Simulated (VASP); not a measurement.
# MgF2 in VASP: single point with PBE+D3(BJ)

Aim: the single point of MgF2 with PBE+D3(BJ).

Program: VASP 6.6.1. These are calculated values, not measurements. Logs are shortened: lines on timing, memory, paths and dates and some standing lists are left out, and cuts for length are marked.

## 1. The cell of the first run

The cell holds a slab with vacuum, 24 atoms: a = 6.152 Å, b = 6.588 Å, c = 21.888 Å, α = 90.00°, β = 90.00°, γ = 90.00°.

## 2. Single point, PBE+D3(BJ)

The input, INCAR:

```
PREC = Accurate
ENCUT = 520
EDIFF = 1E-6
ISMEAR = 0
SIGMA = 0.05
LREAL = False
LASPH = True
NELM = 120
ALGO = Normal
ISIF = 2
LWAVE = False
LCHARG = False
LDIPOL = True
IDIPOL = 3
DIPOL = 0.5 0.5 0.502
GGA = PE
IVDW = 12
NBANDS = 82
GGA_COMPAT = False
NELMDL = -8
```

The input, KPOINTS:

```
regular mesh
0
Gamma
  3 3 1
```

The input, POSCAR:

```
MgF2
1.0
    6.1524673081      0.0000000000      0.0000000000
    0.0000000000      6.5876575763      0.0000000000
    0.0000000000      0.0000000000     21.8878837728
F Mg
16 8
Direct
    0.0000000000      0.0000000000      0.3654990169
    0.5000000000      0.0000000000      0.3654990169
    0.2500000000      0.3031124907      0.4247568010
    0.7500000000      0.3031124907      0.4247568010
    0.2500000000      0.6968875093      0.4247568010
    0.7500000000      0.6968875093      0.4247568010
    0.0000000000      0.0000000000      0.4840145852
    0.5000000000      0.0000000000      0.4840145852
    0.0000000000      0.5000000000      0.5161246761
    0.5000000000      0.5000000000      0.5161246761
    0.2500000000      0.8120245231      0.5818256376
    0.7500000000      0.8120245231      0.5818256376
    0.2500000000      0.1879754769      0.5818256376
    0.7500000000      0.1879754769      0.5818256376
    0.0000000000      0.5000000000      0.6349022277
    0.5000000000      0.5000000000      0.6349022277
    0.0000000000      0.5000000000      0.4247568010
    0.5000000000      0.5000000000      0.4247568010
    0.2500000000      0.0000000000      0.4247568010
    0.7500000000      0.0000000000      0.4247568010
    0.0000000000      0.0000000000      0.5719513683
    0.5000000000      0.0000000000      0.5719513683
    0.2500000000      0.5000000000      0.5829777702
    0.7500000000      0.5000000000      0.5829777702
```

Potentials or basis: VASP PAW PBE potentials, release 64 (F, Mg).

Launch:

```bash
> cat potpaw_PBE.64/F/POTCAR potpaw_PBE.64/Mg/POTCAR > POTCAR
> mpirun -np 1 vasp_std > vasp.out
```

OUTCAR:

```text
PREC = Accurate
   ENCUT = 520
   EDIFF = 1E-6
   ISMEAR = 0
   LREAL = False
   LASPH = True
   NELM = 120
   ISIF = 2
   GGA = PE
   IVDW = 12
   NELMDL = -8
 IVDW          = 12

 ion  position               nearest neighbor table
   1  0.000  0.000  0.365-  19 2.01  20 2.01
   2  0.500  0.000  0.365-  19 2.01  20 2.01
   3  0.250  0.303  0.425-  19 2.00  18 2.01  17 2.01
   4  0.750  0.303  0.425-  20 2.00  18 2.01  17 2.01
   5  0.250  0.697  0.425-  19 2.00  18 2.01  17 2.01
   6  0.750  0.697  0.425-  20 2.00  18 2.01  17 2.01
   7  0.000  0.000  0.484-  21 1.92  20 2.01  19 2.01
   8  0.500  0.000  0.484-  22 1.92  20 2.01  19 2.01
   9  0.000  0.500  0.516-  17 2.00  23 2.12  24 2.12
  10  0.500  0.500  0.516-  18 2.00  23 2.12  24 2.12
  11  0.250  0.812  0.582-  21 1.99  22 1.99  23 2.06
  12  0.750  0.812  0.582-  21 1.99  22 1.99  24 2.06
  13  0.250  0.188  0.582-  21 1.99  22 1.99  23 2.06
  14  0.750  0.188  0.582-  21 1.99  22 1.99  24 2.06
  15  0.000  0.500  0.635-  23 1.91  24 1.91
  16  0.500  0.500  0.635-  23 1.91  24 1.91
  17  0.000  0.500  0.425-   9 2.00   4 2.01   5 2.01   6 2.01   3 2.01  18 3.08  18 3.08  20 3.64
                            19 3.64  20 3.64  19 3.64
  18  0.500  0.500  0.425-  10 2.00   4 2.01   5 2.01   6 2.01   3 2.01  17 3.08  17 3.08  20 3.64
                            19 3.64  20 3.64  19 3.64
  19  0.250  0.000  0.425-   3 2.00   5 2.00   1 2.01   2 2.01   7 2.01   8 2.01  20 3.08  20 3.08
                            22 3.57  21 3.57  17 3.64  17 3.64  18 3.64  18 3.64
  20  0.750  0.000  0.425-   4 2.00   6 2.00   1 2.01   2 2.01   7 2.01   8 2.01  19 3.08  19 3.08
                            22 3.57  21 3.57  17 3.64  17 3.64  18 3.64  18 3.64
  21  0.000  0.000  0.572-   7 1.92  11 1.99  12 1.99  13 1.99  14 1.99  22 3.08  22 3.08  19 3.57
                            20 3.57  24 3.64  23 3.64  24 3.64  23 3.64
  22  0.500  0.000  0.572-   8 1.92  11 1.99  12 1.99  13 1.99  14 1.99  21 3.08  21 3.08  19 3.57
                            20 3.57  24 3.64  23 3.64  24 3.64  23 3.64
  23  0.250  0.500  0.583-  15 1.91  16 1.91  11 2.06  13 2.06   9 2.12  10 2.12  24 3.08  24 3.08
                            21 3.64  21 3.64  22 3.64  22 3.64
  24  0.750  0.500  0.583-  15 1.91  16 1.91  12 2.06  14 2.06   9 2.12  10 2.12  23 3.08  23 3.08
                            21 3.64  21 3.64  22 3.64  22 3.64

  LATTYP: Found a simple orthorhombic cell.
 ALAT       =     6.1524673081
 B/A-ratio  =     1.0707342675
 C/A-ratio  =     3.5575782327

  Lattice vectors:

 A1 = (   6.1524673081,   0.0000000000,   0.0000000000)
 A2 = (   0.0000000000,   6.5876575763,   0.0000000000)
 A3 = (   0.0000000000,   0.0000000000,  21.8878837728)

Analysis of symmetry for initial positions (statically):
=====================================================================
 Subroutine PRICEL returns following result:

  LATTYP: Found a simple orthorhombic cell.
 ALAT       =     3.0762336541
 B/A-ratio  =     2.1414685349
 C/A-ratio  =     7.1151564654

  Lattice vectors:

 A1 = (   3.0762336541,   0.0000000000,   0.0000000000)
 A2 = (   0.0000000000,   6.5876575763,   0.0000000000)
 A3 = (   0.0000000000,   0.0000000000,  21.8878837728)

   2 primitive cells build up your supercell.

 Routine SETGRP: Setting up the symmetry group for a
 simple orthorhombic supercell.

 Subroutine GETGRP returns: Found  4 space group operations
 (whereof  4 operations were pure point group operations)
 out of a pool of  8 trial point group operations.

The static configuration has the point symmetry C_2v.

Analysis of symmetry for dynamics (positions and initial velocities):
=====================================================================
 Subroutine PRICEL returns following result:

  LATTYP: Found a simple orthorhombic cell.
 ALAT       =     3.0762336541
 B/A-ratio  =     2.1414685349
 C/A-ratio  =     7.1151564654

  Lattice vectors:

 A1 = (   3.0762336541,   0.0000000000,   0.0000000000)
 A2 = (   0.0000000000,   6.5876575763,   0.0000000000)
 A3 = (   0.0000000000,   0.0000000000,  21.8878837728)

   2 primitive cells build up your supercell.

 Routine SETGRP: Setting up the symmetry group for a
 simple orthorhombic supercell.

 Subroutine GETGRP returns: Found  4 space group operations
 (whereof  4 operations were pure point group operations)
 out of a pool of  8 trial point group operations.

The dynamic configuration has the point symmetry C_2v.

 Subroutine INISYM returns: Found  4 space group operations
 (whereof  4 operations are pure point group operations),
[... 44 lines left out ...]

----------------------------------------------------------------------------------------

 KPOINTS: regular mesh

Automatic generation of k-mesh.
 Grid dimensions read from file:
 generate k-points for:    3    3    1

 Generating k-lattice:

  Cartesian coordinates                     Fractional coordinates (reciprocal lattice)
     0.054178806  0.000000000  0.000000000     0.333333333  0.000000000  0.000000000
     0.000000000  0.050599675  0.000000000     0.000000000  0.333333333  0.000000000
     0.000000000  0.000000000  0.045687377     0.000000000  0.000000000  1.000000000

  Length of vectors
     0.054178806  0.050599675  0.045687377

  Shift w.r.t. Gamma in fractional coordinates (k-lattice)
     0.000000000  0.000000000  0.000000000

 Subroutine IBZKPT returns following result:
 ===========================================

 Found      4 irreducible k-points:

 Following reciprocal coordinates:
            Coordinates               Weight
  0.000000  0.000000  0.000000      1.000000
  0.333333  0.000000  0.000000      2.000000
  0.000000  0.333333  0.000000      2.000000
  0.333333  0.333333  0.000000      4.000000
   k-points           NKPTS =      4   k-points in BZ     NKDIM =      4   number of bands    NBANDS=     82
   number of dos      NEDOS =    301   number of ions     NIONS =     24
   total plane-waves  NPLWV = 403200
   dimension x,y,z NGX =    48 NGY =   50 NGZ =  168
   dimension x,y,z NGXF=    96 NGYF=  100 NGZF=  336
   ions per type =              16   8
   NGX,Y,Z   is equivalent  to a cutoff of  12.97, 12.62, 12.76 a.u.
   NGXF,Y,Z  is equivalent  to a cutoff of  25.94, 25.24, 25.52 a.u.
 SYSTEM =  unknown system
   PREC   = accura    normal or accurate (medium, high low for compatibility)
   ISTART =      0    job   : 0-new  1-cont  2-samecut
   ICHARG =      2    charge: 1-file 2-atom 10-const
   ISPIN  =      1    spin polarized calculation?
   LNONCOLLINEAR =      F non collinear calculations
   LSORBIT =      F    spin-orbit coupling
   LASPH  =      T    aspherical Exc in radial PAW
   ENCUT  =  520.0 eV  38.22 Ry    6.18 a.u.  11.44 12.25 40.70*2*pi/ulx,y,z
   NELM   =    120;   NELMIN=  2; NELMDL= -8     # of ELM steps
   EDIFF  = 0.1E-05   stopping-criterion for ELM
   LREAL  =      F    real-space projection
[... 7 lines left out ...]
   TEBEG  =    0.0;   TEEND  =   0.0 temperature during run
   PSTRESS=    0.0 pullay stress
   NELECT =     128.0000    total number of electrons
   NUPDOWN=      -1.0000    fix difference up-down
   EMIN   =  10.00;   EMAX   =-10.00  energy-range for DOS
   EFERMI =   0.00;   METHOD = LEGACY
   ISMEAR =     0;   SIGMA  =   0.05  broadening in eV -4-tet -1-fermi 0-gaus
   EFERMI_NEDOS =   21; number of points for ismear=-14 and -15
   IALGO  =     38    algorithm
   IMIX   =      4    mixing-type and parameters
     AMIX     =   0.40;   BMIX     =  1.00
     AMIX_MAG =   1.60;   BMIX_MAG =  1.00
  volume/ion in A,a.u.               =      36.96       249.44
  Fermi-wavevector in a.u.,A,eV,Ry     =   0.858651  1.622616 10.031329  0.737282
  Thomas-Fermi vector in A             =   1.975888
   LORBIT       =      0    0 simple, 1 ext, 2 COOP (PROOUT), +10 PAW based schemes
   GGA     = PE    functional components
   LHFCALC =     F    Hartree Fock is set to
   AEXX    =    0.0000 exact exchange contribution
   IVDW    =    12    specifies the selected vdW correction
   LEPSILON=     F    determine dielectric tensor
   LRPA    =     F    only Hartree local field effects (RPA)
 non-spin polarized calculation
 Gauss-broadening in eV      SIGMA  =   0.05
  energy-cutoff  :      520.00
  volume of cell :      887.12
 maximum number of plane-waves:     23924
 NGX is ok and might be reduce to    48
   NGX = 23   NGY = 25   NGZ = 81

 dipolmoment           0.000000      0.000000     -0.000002 electrons x Angstroem

 number of electron     128.0000049 magnetization

 dipolmoment           0.000000      0.000000      0.029441 electrons x Angstroem

 Free energy of the ion-electron system (eV)
  ---------------------------------------------------
  ext. energy  EPLUGINS =         0.00000000
  ---------------------------------------------------
  free energy    TOTEN  =      -122.56865763 eV

  energy without entropy =     -122.56865763  energy(sigma->0) =     -122.56865763

 E-fermi :  -5.5025     XC(G=0):  -3.4297

 val. band max:       -5.7676023675   @ k =   0.0000   0.0000   0.0000
 cond. band min:      -0.7505074834   @ k =   0.0000   0.0000   0.0000
 fundamental gap:      5.0170948841
 Fermi energy:        -5.5025345918

 k-point     1 :       0.0000    0.0000    0.0000
  band No.  band energies     occupation
      1     -27.7970      2.00000
      2     -27.5901      2.00000
      3     -27.4981      2.00000
      4     -27.3819      2.00000
      5     -27.3663      2.00000
      6     -27.3513      2.00000
[... 305 lines left out ...]
     75       3.9198      0.00000
     76       4.0408      0.00000
 [bands above 76 left out]

------------------------ aborting loop because EDIFF is reached ----------------------------------------

 vacuum level on the upper side and lower side of the slab       (xc-potential included)        -0.064        -0.189

 Edisp (eV)   -2.37890

 E8    (eV) :    -0.9056

  FORCE on cell =-STRESS in cart. coord.  units (eV):
  Direction    XX          YY          ZZ          XY          YZ          ZX
  --------------------------------------------------------------------------------------
  -------------------------------------------------------------------------------------
  Total      -6.15272    -2.07323    -2.68987     0.00000     0.00000     0.00000
  in kB     -11.11204    -3.74432    -4.85800     0.00000     0.00000     0.00000
  external pressure =       -6.57 kB  Pullay stress =        0.00 kB

 VOLUME and BASIS-vectors are now :
 -----------------------------------------------------------------------------
  energy-cutoff  :      520.00
  volume of cell :      887.12
      direct lattice vectors                 reciprocal lattice vectors
     6.152467308  0.000000000  0.000000000     0.162536418  0.000000000  0.000000000
     0.000000000  6.587657576  0.000000000     0.000000000  0.151799025  0.000000000
     0.000000000  0.000000000 21.887883773     0.000000000  0.000000000  0.045687377

 POSITION                                       TOTAL-FORCE (eV/Angst)
 -----------------------------------------------------------------------------------
      0.00000      0.00000      8.00000        -0.000000     -0.000000      0.852072
      3.07623      0.00000      8.00000        -0.000000     -0.000000      0.852072
      1.53812      1.99680      9.29703         0.000000      0.735524     -0.421508
      4.61435      1.99680      9.29703        -0.000000      0.735524     -0.421508
      1.53812      4.59086      9.29703        -0.000000     -0.735524     -0.421508
      4.61435      4.59086      9.29703        -0.000000     -0.735524     -0.421508
[... 16 lines left out ...]
      1.53812      3.29383     12.76015        -0.000000     -0.000000     -0.009819
      4.61435      3.29383     12.76015        -0.000000     -0.000000     -0.009819
 -----------------------------------------------------------------------------------
    total drift:                                0.000000      0.000000     -0.002475

  FREE ENERGIE OF THE ION-ELECTRON SYSTEM (eV)
  ---------------------------------------------------
  free  energy   TOTEN  =      -124.9475598894 eV

  energy  without entropy=     -124.9475598894  energy(sigma->0) =     -124.94755989

 vacuum level on the upper side and lower side of the slab         2.468         2.338
```

Wall time 24 min (1 thread of Oxide Virtual Turin-like, shared host); peak memory 0.82 GiB.

What came out:

| Property | Result |
| --- | --- |
| Free energy | -124.9476 eV |
| Largest force | 1.588 eV/Å |
| Band gap on the k mesh | 5.02 eV |
| Dispersion energy per atom | -0.099 eV |

Forces on the atoms (eV/Å):
```
F    0.000  0.000  0.852
F    0.000  0.000  0.852
F    0.000  0.736 -0.422
F    0.000  0.736 -0.422
F    0.000 -0.736 -0.422
F    0.000 -0.736 -0.422
F    0.000  0.000  0.307
F    0.000  0.000  0.307
F    0.000  0.000  0.046
F    0.000  0.000  0.046
F    0.000  0.017 -0.020
F    0.000  0.017 -0.020
F    0.000 -0.017 -0.020
F    0.000 -0.017 -0.020
F    0.000  0.000 -0.041
F    0.000  0.000 -0.041
Mg   0.000  0.000  1.327
Mg   0.000  0.000  1.327
Mg   0.000  0.000 -1.588
Mg   0.000  0.000 -1.588
Mg   0.000  0.000 -0.010
Mg   0.000  0.000 -0.010
Mg   0.000  0.000 -0.010
Mg   0.000  0.000 -0.010
```

Levels at points of the mesh, in eV from the valence-band top:
| k point | band 61 | band 62 | band 63 | band 64 | band 65 | band 66 | band 67 | band 68 |
| --- | --- | --- | --- | --- | --- | --- | --- | --- |
| (0.00, 0.00, 0.00) | -0.28 | -0.21 | -0.09 | 0.00 | 5.02 | 5.90 | 7.73 | 8.17 |
